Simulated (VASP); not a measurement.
Runs of VASP 6.6.1 on Na. The structure is that of space group Im-3m (No. 229), or close to it. The cells are those of the table. 

| cell | gap on the mesh (eV) | pressure (GPa) |
| --- | --- | --- |
| a = 2.693 Å, angles 109.5°, 1 atom | none | (b) |
| a = 3.207 Å, angles 109.5°, 1 atom | none | 4.1 |
| a = 2.964 Å, angles 109.5°, 1 atom | none | 12.1 |
| a = 2.826 Å, angles 109.5°, 1 atom | none | 20.3 |
| a = 3.315 Å, angles 109.5°, 1 atom | none | 2.1 |
| a = 3.090 Å, angles 109.5°, 1 atom | none | 7.1 |
| a = 3.418 Å, angles 109.5°, 1 atom | none | (a) |

Alike in all rows: task single point; level LDA; potentials or basis VASP PAW LDA potentials, release 64 (Na_pv); no spin polarisation; k mesh 13 × 13 × 13; cutoff (eV) 520; smearing fermi-dirac 0.05 eV.

**Question.** Fill in the values left out.

**Answer.** (a) 0.8; (b) 33.0.

Caveats: the cell stands under pressure (at least some runs).

A gap of «none» marks levels without a gap at the run's occupations.
